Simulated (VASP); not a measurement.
# CaI2: relaxation of shape and atoms at fixed volume with LDA

Crystal: CaI2.

```
CELL_PARAMETERS angstrom
4.20432 0.00000 0.00000
-2.10216 3.64105 0.00000
0.00000 0.00000 6.69301
ATOMIC_POSITIONS crystal
Ca 0.00000 0.00000 0.00000
I 0.33333 0.66667 0.24430
I 0.66667 0.33333 0.75570
```

```yaml
Program: VASP 6.6.1
Task: relaxation of shape and atoms at fixed volume
Functional: LDA
Potentials_or_basis: VASP PAW LDA potentials, release 64 (Ca_sv, I)
Cutoff: 600 eV
k_mesh: 7 × 7 × 4
Occupations: fermi-dirac, width 0.03 eV
Spin: no spin polarisation
Dipole_correction: no
Further_INCAR_settings: ALGO = Normal; EDIFF = 1e-06; IBRION = 2; EDIFFG = -0.01; NSW = 50; ISIF = 4
```

```json
{
  "Energy gained by relaxing": "57.2 meV/atom",
  "Ionic steps": "8",
  "Pressure after relaxing": "1.7 GPa",
  "Band gap on the k mesh": "2.84 eV, indirect (least direct gap 3.88 eV)"
}
```

Step by step:
```csv
step,energy change (eV),largest force (eV/Å),pressure (GPa),volume (Å³)
1,0.0000,0.9726,4.79,102.46
2,-0.0788,0.7054,3.84,102.46
3,-0.1688,0.0121,1.76,102.46
4,-0.1688,0.0074,1.71,102.46
5,-0.1705,0.0034,1.72,102.46
6,-0.1714,0.0002,1.73,102.46
7,-0.1710,0.0037,1.76,102.46
8,-0.1716,0.0016,1.74,102.46
```

Final structure:
```xyz
3
Lattice="4.2476 0.0000 0.0000 -2.1238 3.6785 0.0000 0.0000 0.0000 6.5572" Properties=species:S:1:pos:R:3 pbc="T T T"
Ca    0.0000    0.0000    0.0000
I     0.0000    2.4524    1.7751
I     2.1238    1.2262    4.7821
```

Levels at points of the mesh, in eV from the valence-band top:
```
           k point  band 8  band 9  band 10  band 11  band 12  band 13  band 14  band 15  band 16
(0.00, 0.00, 0.00)   -1.30   -1.30    -0.29    -0.29     0.00     4.01     4.09     4.09     4.24
(0.00, 0.00, 0.50)   -2.09   -1.09    -1.09    -0.60    -0.60     3.85     3.99     3.99     5.26
```

Run time: 2.9 min on 1 thread of Intel(R) Xeon(R) Platinum 8259CL CPU @ 2.50GHz (Skylake/Cascade Lake) (shared host), peak memory 0.24 GiB.

Caveat: spin-orbit coupling is left out, which moves the levels of the heavy elements. A k mesh can miss the band edges.
